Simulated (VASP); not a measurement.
Set up this calculation in VASP 6.6.1, as the native input.

- Task: single point
- Functional: LDA
- Potentials or basis: VASP PAW LDA potentials, release 64 (Ti_sv, C)
- Cutoff: 520 eV
- k mesh: 9 × 9 × 1
- Occupations: gaussian, width 0.1 eV
- Spin: no spin polarisation
- Dipole correction: yes
- Further INCAR settings: ALGO = Normal; EDIFF = 1e-06; NBANDS = 41

The structure of Ti5C lies in POSCAR:

```
Ti5C
1.0
    2.8641158414      0.0000000000      0.0000000000
   -1.4320579207      2.4803970780      0.0000000000
    0.0000000000      0.0000000000     24.4912544910
Ti C
5 1
Direct
    0.6666666667      0.3333333333      0.1633236060
    0.3333333333      0.6666666667      0.2559153301
    0.6666666667      0.3333333333      0.3495150200
    0.3333333333      0.6666666667      0.4443907180
    0.6666666667      0.3333333333      0.5304446326
    0.8333333333      1.0000000000      0.5803702412
```

One way to write it, as run:

INCAR

```
  PREC = Accurate
  ENCUT = 520
  EDIFF = 1E-6
  ISMEAR = 0
  SIGMA = 0.1
  LREAL = False
  LASPH = True
  NELM = 60
  ALGO = Normal
  ISIF = 2
  LWAVE = False
  LCHARG = False
  LDIPOL = True
  IDIPOL = 3
  DIPOL = 0.5 0.5 0.387
  GGA = CA
  NBANDS = 41
```

KPOINTS

```
Automatic mesh
0
Gamma
  9 9 1
```

Potentials or basis: VASP PAW LDA potentials, release 64 (Ti_sv, C).

Command:

```console
$ cat potpaw_LDA.64/Ti_sv/POTCAR potpaw_LDA.64/C/POTCAR > POTCAR
$ mpirun -np 1 vasp_std > vasp.out
```

Results of the run:

```yaml
Largest_force: 3.391 eV/Å
Band_gap_on_the_k_mesh: zero (band 32 reaches 2.12 eV, above the bottom of band 33 at 0.94 eV)
```

Run time: 11 min on 1 thread of Intel(R) Xeon(R) 6975P-C (Granite Rapids) (shared host), peak memory 0.39 GiB.
